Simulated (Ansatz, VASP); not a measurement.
# Two plane-wave programs on TiH

The input INCAR:

```
  ALGO = Normal
  EDIFF = 1E-6
  ENCUT = 520
  ISIF = 2
  ISMEAR = 0
  LASPH = True
  LCHARG = False
  LREAL = False
  LWAVE = False
  NBANDS = 14
  NELM = 100
  PREC = Accurate
  SIGMA = 0.15
```

The input KPOINTS:

```
k-points
0
Gamma
  18 18 18
```

Contents of POSCAR:

```
TiH
1.0
    0.0000000000      2.0516219871      2.0516219871
    1.9558112403      0.0000000000      2.0516219871
    1.9558112403      2.0516219871      0.0000000000
Ti H
1 1
Direct
   -0.0003818299      0.0003818299      0.0003818299
    0.5181319952      0.4818680048      0.4818680048
```

Input for Ansatz:

```yaml
crystal:
  lattice:
    - [0.0, 2.0516219871, 2.0516219871]
    - [1.9558112403, 0.0, 2.0516219871]
    - [1.9558112403, 2.0516219871, 0.0]
  atoms:
    - { symbol: Ti, position: [-0.0003818299, 0.0003818299, 0.0003818299] }
    - { symbol: H, position: [0.5181319952, 0.4818680048, 0.4818680048] }
basis:
  ecutwfc: 520.0
kpoints:
  mp_grid: { grid: [18, 18, 18] }
hamiltonian:
  xc: lda
scf:
  occupations: { method: gaussian, width: 0.15 }
output:
  forces: true
  stress: true
  eigenvalues: true
```

Change from the starting cell: mode 4 frozen in at -0.074 Å, normal strain along x -0.0467.

Alike in both runs: task single point; functional LDA; k mesh 18 × 18 × 18; occupations gaussian, width 0.15 eV; no spin polarisation.

|  | VASP | Ansatz |
| --- | --- | --- |
| version | VASP 6.6.1 | Ansatz 0.2.0 |
| potentials or method | VASP PAW LDA potentials, release 64 (Ti_sv, H), cutoff 520 eV | scalar-relativistic, plane waves, PAW |
| valence electrons in the cell | 13 | 13 |

|  | VASP | Ansatz | Ansatz less VASP |
| --- | --- | --- | --- |
| gap on the k mesh at the Fermi level (eV) | none | none | - |
| pressure (GPa) | 8.6 | 8.5 | -0.09 |
| rms of the force components (eV/Å) | 0.271 | 0.270 | -0.0010 |

LDA's correlation is that of Perdew and Zunger in VASP and of Perdew and Wang (1992) in Ansatz. Atom by atom the forces differ by 0.001 eV/Å (rms over components). A gap of «none» marks a metal or a gap that the smearing closes.
